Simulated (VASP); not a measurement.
# SrTi: single point with PBE

SrTi:

```
CELL_PARAMETERS angstrom
0.00000 3.23182 3.23182
3.23182 0.00000 3.23182
3.23182 3.23182 0.00000
ATOMIC_POSITIONS crystal
Sr 0.00000 0.00000 0.00000
Ti 0.50000 0.50000 0.50000
```

```yaml
Program: VASP 6.6.1
Task: single point
Functional: PBE
Potentials_or_basis: VASP PAW PBE potentials, release 64 (Sr_sv, Ti_sv)
Cutoff: 520 eV
k_mesh: 6 × 6 × 6
Occupations: gaussian, width 0.1 eV
Spin: no spin polarisation
Dipole_correction: no
Further_INCAR_settings: ALGO = Normal; EDIFF = 1e-06; NBANDS = 18
```

* Pressure: 0.2 GPa
* Band gap on the k mesh: zero (bands 11 and 12 overlap by 0.62 eV)

Levels at points of the mesh, in eV from the Fermi level:
```tsv
k point	band 8	band 9	band 10	band 11	band 12	band 13	band 14	band 15
(0.00, 0.00, 0.00)	-17.16	-4.11	-0.34	-0.34	-0.34	-0.34	-0.34	4.44
(0.50, 0.00, 0.00)	-17.18	-1.34	-1.32	0.29	0.29	0.72	0.72	0.97
(0.50, 0.50, 0.00)	-17.20	-1.46	-1.24	0.04	0.08	0.24	0.82	0.82
```

Wall time 11 s on 1 thread of Intel(R) Xeon(R) 6975P-C (Granite Rapids) (shared host), peak memory 0.2 GiB.
